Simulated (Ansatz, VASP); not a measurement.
# ZrC: VASP beside Ansatz

File INCAR:

```
SYSTEM = ZrC
  ALGO = Normal
  EDIFF = 1E-6
  ENCUT = 520
  GGA = PE
  ISIF = 2
  ISMEAR = 0
  ISPIN = 2
  LASPH = .TRUE.
  LCHARG = .TRUE.
  LELF = .TRUE.
  LMAXMIX = 4
  LORBIT = 11
  LREAL = .FALSE.
  LVHAR = .TRUE.
  LWAVE = .FALSE.
  MAGMOM = 1 0
  NBANDS = 19
  NELM = 150
  PREC = Accurate
  SIGMA = 0.1
```

Contents of KPOINTS:

```
k-points
0
G
  6 6 6
  0 0 0
```

POSCAR

```
ZrC
1.0
    0.0000000000      2.3546315264      2.3546315264
    2.3546315264      0.0000000000      2.3546315264
    2.3546315264      2.3546315264      0.0000000000
Zr C
1 1
Direct
    0.0000000000      0.0000000000      0.0000000000
    0.5000000000      0.5000000000      0.5000000000
```

Input for Ansatz:

```yaml
crystal:
  lattice:
    - [0.0, 2.3546315264, 2.3546315264]
    - [2.3546315264, 0.0, 2.3546315264]
    - [2.3546315264, 2.3546315264, 0.0]
  atoms:
    - { symbol: Zr, position: [0.0, 0.0, 0.0], spin: 1.0 }
    - { symbol: C, position: [0.5, 0.5, 0.5] }
basis:
  ecutwfc: 420
kpoints:
  mp_grid: { grid: [6, 6, 6] }
hamiltonian:
  xc: pbe
scf:
  occupations: { method: gaussian, width: 0.1 }
  lower_state_search: "off"
output:
  forces: true
  stress: true
  eigenvalues: true
  populations: true
magnetization:
  spin_polarized: true
```

Alike in both runs: task single point; functional PBE; k mesh 6 × 6 × 6; occupations gaussian, width 0.1 eV; collinear spin.

|  | VASP | Ansatz |
| --- | --- | --- |
| version | VASP 6.6.1 | Ansatz 0.2.0 |
| potentials or method | VASP PAW PBE potentials, release 64 (Zr_sv, C), cutoff 520 eV | scalar-relativistic, plane waves, PAW |
| valence electrons in the cell | 16 | 16 |

```csv
,VASP,Ansatz,Ansatz less VASP
gap on the k mesh at the Fermi level (eV),none,none,-
pressure (GPa),0.2,0.0,-0.21
net moment per atom (μB),0.00,0.00,0.000
```

A gap of «none» marks a metal or a gap that the smearing closes. Ansatz's warnings: filled band counts differ across k points, seeded moment not kept.

The k mesh is coarse, so the values compare programs but aren't converged.
